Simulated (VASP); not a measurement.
# As in VASP: notebook

The runs below take As through single point, relaxation of cell and atoms, with PBE.

Program: VASP 6.6.1. These are calculated values, not measurements. Logs are shortened: lines on timing, memory, paths and dates and some standing lists are left out, and cuts for length are marked.

## 1. The cell of the first run

It takes space group P-3m1 (No. 164, trigonal). The conventional cell has a = 3.612 Å, b = 3.612 Å, c = 5.407 Å, α = 90.00°, β = 90.00°, γ = 120.00°. As (site symmetry 3m) has 3 As at 2.51 Å within 3.3 Å.

## 2. Single point, PBE

Contents of INCAR:

```
PREC = Accurate ; ENCUT = 520
EDIFF = 1E-6 ; ISMEAR = 0
SIGMA = 0.02 ; LREAL = F
LASPH = T ; NELM = 100
ALGO = Normal ; ISIF = 2
LWAVE = F ; LCHARG = T
GGA = PE ; LELF = T
LVHAR = T ; NBANDS = 12
```

Contents of KPOINTS:

```
regular mesh
0
Gamma
  9 9 6
```

Contents of POSCAR:

```
As
1.0
    3.6116436832      0.0000000000      0.0000000000
   -1.8058218416      3.1277751791      0.0000000000
    0.0000000000      0.0000000000      5.4072870922
As
2
Direct
    0.3333333333      0.6666666667      0.8715187665
    0.6666666667      0.3333333333      0.1284812335
```

Potentials or basis: VASP PAW PBE potentials, release 64 (As).

Launch:

```sh
cat potpaw_PBE.64/As/POTCAR > POTCAR
mpirun -np 1 vasp_std > vasp.out
```

OUTCAR:

```text
PREC = Accurate
   ENCUT = 520
   EDIFF = 1E-6
   ISMEAR = 0
   LREAL = F
   LASPH = T
   NELM = 100
   ISIF = 2
   GGA = PE

 ion  position               nearest neighbor table
   1  0.333  0.667  0.872-   2 2.51   2 2.51   2 2.51
   2  0.667  0.333  0.128-   1 2.51   1 2.51   1 2.51

  LATTYP: Found a hexagonal cell.
 ALAT       =     3.6116436832
 C/A-ratio  =     1.4971817728

  Lattice vectors:

 A1 = (   3.6116436832,   0.0000000000,   0.0000000000)
 A2 = (  -1.8058218416,   3.1277751791,   0.0000000000)
 A3 = (   0.0000000000,   0.0000000000,   5.4072870922)

Analysis of symmetry for initial positions (statically):
=====================================================================
 Subroutine PRICEL returns:
 Original cell was already a primitive cell.

 Routine SETGRP: Setting up the symmetry group for a
 hexagonal supercell.

 Subroutine GETGRP returns: Found 12 space group operations
 (whereof 12 operations were pure point group operations)
 out of a pool of 24 trial point group operations.

The static configuration has the point symmetry D_3d.

Analysis of symmetry for dynamics (positions and initial velocities):
=====================================================================
 Subroutine PRICEL returns:
 Original cell was already a primitive cell.

 Routine SETGRP: Setting up the symmetry group for a
 hexagonal supercell.

 Subroutine GETGRP returns: Found 12 space group operations
 (whereof 12 operations were pure point group operations)
 out of a pool of 24 trial point group operations.

The dynamic configuration has the point symmetry D_3d.

 Subroutine INISYM returns: Found 12 space group operations
 (whereof 12 operations are pure point group operations),
 and found     1 'primitive' translations

----------------------------------------------------------------------------------------

                                     Primitive cell

  volume of cell :      61.0829

  direct lattice vectors                    reciprocal lattice vectors
     3.611643683  0.000000000  0.000000000     0.276882242  0.159858037  0.000000000
    -1.805821842  3.127775179  0.000000000     0.000000000  0.319716074  0.000000000
     0.000000000  0.000000000  5.407287092     0.000000000  0.000000000  0.184935622

  length of vectors
     3.611643683  3.611643683  5.407287092     0.319716074  0.319716074  0.184935622

  position of ions in fractional coordinates (direct lattice)
     0.333333333  0.666666667  0.871518767
     0.666666667  0.333333333  0.128481233

  ion indices of the primitive-cell ions
   primitive index   ion index
                 1           1
                 2           2

----------------------------------------------------------------------------------------

 KPOINTS: regular mesh

Automatic generation of k-mesh.
 Grid dimensions read from file:
 generate k-points for:    9    9    6

 Generating k-lattice:

  Cartesian coordinates                     Fractional coordinates (reciprocal lattice)
     0.030764694  0.017762004  0.000000000     0.111111111  0.000000000  0.000000000
     0.000000000  0.035524008  0.000000000     0.000000000  0.111111111  0.000000000
     0.000000000  0.000000000  0.030822604     0.000000000  0.000000000  0.166666667

  Length of vectors
     0.035524008  0.035524008  0.030822604

  Shift w.r.t. Gamma in fractional coordinates (k-lattice)
     0.000000000  0.000000000  0.000000000

 Subroutine IBZKPT returns following result:
 ===========================================

 Found     62 irreducible k-points:

 Following reciprocal coordinates:
            Coordinates               Weight
  0.000000  0.000000  0.000000      1.000000
  0.111111 -0.000000  0.000000      6.000000
  0.222222 -0.000000  0.000000      6.000000
  0.333333  0.000000  0.000000      6.000000
  0.444444 -0.000000  0.000000      6.000000
  0.111111  0.111111  0.000000      6.000000
[... 16 lines left out ...]
  0.222222  0.111111  0.166667     12.000000
 -0.111111  0.333333  0.166667     12.000000
 [... further k-points ...]
   k-points           NKPTS =     62   k-points in BZ     NKDIM =     62   number of bands    NBANDS=     12
   number of dos      NEDOS =    301   number of ions     NIONS =      2
   total plane-waves  NPLWV =  31360
   dimension x,y,z NGX =    28 NGY =   28 NGZ =   40
   dimension x,y,z NGXF=    56 NGYF=   56 NGZF=   80
   ions per type =               2
   NGX,Y,Z   is equivalent  to a cutoff of  12.89, 12.89, 12.30 a.u.
   NGXF,Y,Z  is equivalent  to a cutoff of  25.78, 25.78, 24.60 a.u.
 SYSTEM =  unknown system
   PREC   = accura    normal or accurate (medium, high low for compatibility)
   ISTART =      0    job   : 0-new  1-cont  2-samecut
   ICHARG =      2    charge: 1-file 2-atom 10-const
   ISPIN  =      1    spin polarized calculation?
   LNONCOLLINEAR =      F non collinear calculations
   LSORBIT =      F    spin-orbit coupling
   LASPH  =      T    aspherical Exc in radial PAW
   ENCUT  =  520.0 eV  38.22 Ry    6.18 a.u.   6.72  6.72 10.05*2*pi/ulx,y,z
   NELM   =    100;   NELMIN=  2; NELMDL= -5     # of ELM steps
   EDIFF  = 0.1E-05   stopping-criterion for ELM
   LREAL  =      F    real-space projection
   EDIFFG = 0.1E-04   stopping-criterion for IOM
   NSW    =      0    number of steps for IOM
   IBRION =     -1    ionic relax: 0-MD 1-quasi-New 2-CG
   NFREE  =      0    steps in history (QN), initial steepest desc. (CG)
   ISIF   =      2    stress and relaxation
   ISYM   =      2    0-nonsym 1-usesym 2-fastsym
   POTIM  = 0.5000    time-step for ionic-motion
   TEBEG  =    0.0;   TEEND  =   0.0 temperature during run
   PSTRESS=    0.0 pullay stress
   NELECT =      10.0000    total number of electrons
   NUPDOWN=      -1.0000    fix difference up-down
   EMIN   =  10.00;   EMAX   =-10.00  energy-range for DOS
   EFERMI =   0.00;   METHOD = LEGACY
   ISMEAR =     0;   SIGMA  =   0.02  broadening in eV -4-tet -1-fermi 0-gaus
   EFERMI_NEDOS =   21; number of points for ismear=-14 and -15
   IALGO  =     38    algorithm
   IMIX   =      4    mixing-type and parameters
     AMIX     =   0.40;   BMIX     =  1.00
     AMIX_MAG =   1.60;   BMIX_MAG =  1.00
  volume/ion in A,a.u.               =      30.54       206.10
  Fermi-wavevector in a.u.,A,eV,Ry     =   0.895574  1.692390 10.912594  0.802053
  Thomas-Fermi vector in A             =   2.017923
   LORBIT       =      0    0 simple, 1 ext, 2 COOP (PROOUT), +10 PAW based schemes
   GGA     = PE    functional components
   LHFCALC =     F    Hartree Fock is set to
   AEXX    =    0.0000 exact exchange contribution
   IVDW    =     0    specifies the selected vdW correction
   LEPSILON=     F    determine dielectric tensor
   LRPA    =     F    only Hartree local field effects (RPA)
 non-spin polarized calculation
 Gauss-broadening in eV      SIGMA  =   0.02
  energy-cutoff  :      520.00
  volume of cell :       61.08
 maximum number of plane-waves:      1683
 NGX is ok and might be reduce to    28
   NGX = 13   NGY = 13   NGZ = 21

 number of electron      10.0000000 magnetization

 Free energy of the ion-electron system (eV)
  ---------------------------------------------------
  ext. energy  EPLUGINS =         0.00000000
  ---------------------------------------------------
  free energy    TOTEN  =        -9.33822711 eV

  energy without entropy =       -9.33822711  energy(sigma->0) =       -9.33822711

 E-fermi :   2.1249     XC(G=0):  -8.0855

 val. band max:        1.9761813147   @ k =   0.0000   0.0000   0.5000
 cond. band min:       2.7568767154   @ k =   0.3333   0.0000   0.1667
 fundamental gap:      0.7806954007
 Fermi energy:         2.1248656025

 k-point     1 :       0.0000    0.0000    0.0000
  band No.  band energies     occupation
      1     -11.9358      2.00000
      2      -5.3995      2.00000
      3       0.2833      2.00000
      4       1.4973      2.00000
      5       1.4973      2.00000
      6       3.8135      0.00000
      7       5.0273      0.00000
      8       5.0273      0.00000
      9       9.4935      0.00000
     10      11.3381      0.00000
     11      11.8126      0.00000
     12      11.8126      0.00000

 k-point     2 :       0.1111   -0.0000    0.0000
  band No.  band energies     occupation
      1     -11.7731      2.00000
      2      -5.4053      2.00000
      3       0.2504      2.00000
      4       0.3962      2.00000
      5       1.1544      2.00000
      6       4.2405      0.00000
      7       5.2726      0.00000
      8       5.3908      0.00000
      9       9.4306      0.00000
     10      10.7277      0.00000
     11      11.6031      0.00000
     12      11.7170      0.00000

 k-point     3 :       0.2222   -0.0000    0.0000
  band No.  band energies     occupation
      1     -11.2941      2.00000
      2      -5.5919      2.00000
      3      -1.2550      2.00000
      4       0.5082      2.00000
      5       0.6552      2.00000
      6       3.3507      0.00000
      7       5.9543      0.00000
      8       6.0798      0.00000
      9       8.9133      0.00000
     10      10.3387      0.00000
     11      11.5436      0.00000
     12      12.1011      0.00000
[... 286 lines left out ...]
 k-point    23 :       0.2222    0.1111    0.1667
  band No.  band energies     occupation
      1     -10.8196      2.00000
      2      -5.9981      2.00000
      3      -1.7054      2.00000
      4      -0.5197      2.00000
      5       1.0075      2.00000
      6       3.6134      0.00000
      7       5.5391      0.00000
      8       6.3249      0.00000
      9       8.2885      0.00000
     10      10.5084      0.00000
     11      11.3534      0.00000
     12      12.5899      0.00000

 k-point    24 :      -0.1111    0.3333    0.1667
  band No.  band energies     occupation
      1     -10.8197      2.00000
      2      -5.9953      2.00000
      3      -1.7234      2.00000
      4      -0.5162      2.00000
      5       0.9730      2.00000
      6       3.9721      0.00000
      7       5.3364      0.00000
      8       5.9195      0.00000
      9       8.8562      0.00000
     10      10.2371      0.00000
     11      10.7712      0.00000
     12      13.2675      0.00000

 [... further k-points ...]
[... 5 lines left out ...]
  --------------------------------------------------------------------------------------
  -------------------------------------------------------------------------------------
  Total        0.0850474      0.0850474      0.1149073      0.0000000      0.0000000      0.0000000
  in kB        2.2307538      2.2307538      3.0139652      0.0000000      0.0000000      0.0000000
  external PRESSURE =       2.4918243 kB  Pullay stress =       0.0000000 kB

 VOLUME and BASIS-vectors are now :
 -----------------------------------------------------------------------------
  energy-cutoff  :      520.00
  volume of cell :       61.08
      direct lattice vectors                 reciprocal lattice vectors
     3.611643683  0.000000000  0.000000000     0.276882242  0.159858037  0.000000000
    -1.805821842  3.127775179  0.000000000     0.000000000  0.319716074  0.000000000
     0.000000000  0.000000000  5.407287092     0.000000000  0.000000000  0.184935622

 POSITION                                       TOTAL-FORCE (eV/Angst)
 -----------------------------------------------------------------------------------
     -0.00000      2.08518      4.71255        -0.000000      0.000000     -0.081863
      1.80582      1.04259      0.69473         0.000000     -0.000000      0.081863
 -----------------------------------------------------------------------------------
    total drift:                               -0.000000      0.000000      0.000000

  FREE ENERGIE OF THE ION-ELECTRON SYSTEM (eV)
  ---------------------------------------------------
  free  energy   TOTEN  =        -9.3382271108 eV

  energy  without entropy=       -9.3382271108  energy(sigma->0) =       -9.33822711
```

Run time: 47 s. Hardware: 1 thread of AMD EPYC 7R43 (Zen 3), shared host; peak memory 0.16 GiB.

What came out:

- Free energy: -9.3382 eV
- Pressure: 0.2 GPa
- Largest force: 0.082 eV/Å
- Band gap on the k mesh: 0.78 eV, indirect (least direct gap 1.18 eV)

Forces in eV/Å, atoms in the order of the input:
```
As   0.000  0.000 -0.082
As   0.000  0.000  0.082
```

Caveat: this functional lacks dispersion, which binds the layers, so the pressure and a relaxed spacing across them are unreliable.

(Part 1 of 2 ends here.)
